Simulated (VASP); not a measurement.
Here is a VASP 6.6.1 calculation.

Contents of INCAR:

```
SYSTEM = Ga
PREC = Accurate
ENCUT = 520
EDIFF = 1E-7
ISMEAR = 0
SIGMA = 0.1
LREAL = .False.
LASPH = .True.
NELM = 100
ALGO = Normal
ISIF = 2
LWAVE = .False.
LCHARG = .True.
GGA = PE
LELF = .True.
LVHAR = .True.
NBANDS = 12
```

KPOINTS

```
Automatic mesh
0
Gamma
  18 18 18
  0 0 0
```

File POSCAR:

```
Ga
1.0
   -1.5404688000      1.4360533200      2.2808911200
    1.5404688000     -1.4360533200      2.2808911200
    1.4281488000      1.3237333200     -2.2808911200
Ga
1
Direct
    0.0000000000      0.0000000000      0.0000000000
```

Potentials or basis: VASP PAW PBE potentials, release 64 (Ga_d).

Command:

```bash
$ cat potpaw_PBE.64/Ga_d/POTCAR > POTCAR
$ mpirun -np 1 vasp_std > vasp.out
```

Task: Estimate the pressure.

Result: 1.1 GPa.

Stress tensor (GPa, compression positive):
```
-0.05  0.63  0.00
 0.63  2.94  0.00
 0.00  0.00  0.38
```

Caveat: the cell differs from its parent crystal (strained).
